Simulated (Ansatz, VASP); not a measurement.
**Si: VASP beside Ansatz**

Contents of INCAR:

```
SYSTEM = Si
PREC = Accurate
ENCUT = 520
EDIFF = 1E-7
ISMEAR = 0
SIGMA = 0.15
LREAL = .FALSE.
LASPH = .TRUE.
NELM = 60
ALGO = Normal
ISIF = 2
LWAVE = .FALSE.
LCHARG = .TRUE.
GGA = PS
LELF = .TRUE.
LVHAR = .TRUE.
NBANDS = 26
```

KPOINTS

```
Automatic mesh
0
G
  10 10 10
  0 0 0
```

POSCAR

```
Si
1.0
   -3.2907151855      3.2907151855      3.3710086360
    3.2907151855     -3.2907151855      3.3710086360
    3.2907151855      3.2907151855     -3.3710086360
Si
8
Direct
    0.2047947401      0.2047947401      0.2047947401
    0.5000000000      0.0000000000      0.2952052599
    0.2952052599      0.5000000000      0.0000000000
    0.0000000000      0.2952052599      0.5000000000
    0.7952052599      0.7952052599      0.7952052599
    0.5000000000      0.0000000000      0.7047947401
    0.7047947401      0.5000000000      0.0000000000
    0.0000000000      0.7047947401      0.5000000000
```

Input for Ansatz:

```yaml
crystal:
  lattice:
    - [-3.2907151855, 3.2907151855, 3.371008636]
    - [3.2907151855, -3.2907151855, 3.371008636]
    - [3.2907151855, 3.2907151855, -3.371008636]
  atoms:
    - { symbol: Si, position: [0.2047947401, 0.2047947401, 0.2047947401] }
    - { symbol: Si, position: [0.5, 0.0, 0.2952052599] }
    - { symbol: Si, position: [0.2952052599, 0.5, 0.0] }
    - { symbol: Si, position: [0.0, 0.2952052599, 0.5] }
    - { symbol: Si, position: [0.7952052599, 0.7952052599, 0.7952052599] }
    - { symbol: Si, position: [0.5, 0.0, 0.7047947401] }
    - { symbol: Si, position: [0.7047947401, 0.5, 0.0] }
    - { symbol: Si, position: [0.0, 0.7047947401, 0.5] }
basis:
  ecutwfc: 420
kpoints:
  mp_grid: { grid: [10, 10, 10] }
hamiltonian:
  xc: pbesol
  pseudopotentials: { kind: paw, azcp: { folder: soft_1 } }
scf:
  occupations: { method: gaussian, width: 0.15 }
output:
  forces: true
  stress: true
  eigenvalues: true
```

Alike in both runs: task single point; functional PBEsol; k mesh 10 × 10 × 10; occupations gaussian, width 0.15 eV; no spin polarisation.

|  | VASP | Ansatz |
| --- | --- | --- |
| version | VASP 6.6.1 | Ansatz 0.2.0 |
| potentials or method | VASP PAW PBE potentials, release 64 (Si), cutoff 520 eV | scalar-relativistic, plane waves, PAW |
| valence electrons in the cell | 32 | 32 |

```csv
,VASP,Ansatz,Ansatz less VASP
gap on the k mesh at the Fermi level (eV),none,none,-
pressure (GPa),-1.4,-1.5,-0.12
"traceless stress, the component that is largest in VASP (GPa)",-2.36,-2.36,+0.004
rms of the force components (eV/Å),0.093,0.095,+0.0017
```

VASP's potentials were made for PBE, not for PBEsol, and Ansatz warns of the same on its side. Atom by atom the forces differ by 0.006 eV/Å (rms over components). A gap of «none» marks a metal or a gap that the smearing closes.
